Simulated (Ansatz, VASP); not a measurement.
**Cu: VASP beside Ansatz**

File INCAR:

```
SYSTEM = Cu
ALGO = Normal ; EDIFF = 1E-6
ENCUT = 520 ; GGA = PE
ISIF = 2 ; ISMEAR = 0
LASPH = .TRUE. ; LCHARG = .FALSE.
LREAL = .FALSE. ; LWAVE = .FALSE.
NBANDS = 12 ; NELM = 60
PREC = Accurate ; SIGMA = 0.15
```

Contents of KPOINTS:

```
k-points
0
G
  22 22 22
  0 0 0
```

POSCAR

```
Cu
1.0
   -1.5223500000      1.5223500000      1.3819816190
    1.5223500000     -1.5223500000      1.3819816190
    1.5223500000      1.5223500000     -1.3819816190
Cu
1
Direct
    0.0000000000      0.0000000000      0.0000000000
```

Input for Ansatz:

```yaml
crystal:
  lattice:
    - [-1.52235, 1.52235, 1.381981619]
    - [1.52235, -1.52235, 1.381981619]
    - [1.52235, 1.52235, -1.381981619]
  atoms:
    - { symbol: Cu, position: [0.0, 0.0, 0.0] }
basis:
  ecutwfc: 520.0
kpoints:
  mp_grid: { grid: [22, 22, 22] }
hamiltonian:
  xc: pbe
  pseudopotentials: { kind: paw, azcp: { folder: soft_1 } }
scf:
  occupations: { method: gaussian, width: 0.15 }
output:
  forces: true
  stress: true
  eigenvalues: true
  write_density: true
  write_potential: true
  elf: true
  volumetric_format: npy
```

Alike in both runs: task single point; functional PBE; k mesh 22 × 22 × 22; occupations gaussian, width 0.15 eV; no spin polarisation.

|  | VASP | Ansatz |
| --- | --- | --- |
| version | VASP 6.6.1 | Ansatz 0.2.0 |
| potentials or method | VASP PAW PBE potentials, release 64 (Cu), cutoff 520 eV | scalar-relativistic, plane waves, PAW |
| valence electrons in the cell | 11 | 19 |

```csv
,VASP,Ansatz,Ansatz less VASP
gap on the k mesh at the Fermi level (eV),none,none,-
pressure (GPa),-6.8,-7.5,-0.72
"traceless stress, the component that is largest in VASP (GPa)",0.23,0.20,-0.020
```

A gap of «none» marks a metal or a gap that the smearing closes. The functional is the same, so the differences come from potentials, cutoffs and numerics. VASP's potentials hold 11 valence electrons a cell and Ansatz's 19, so a difference there can come from the potentials and not from the codes.
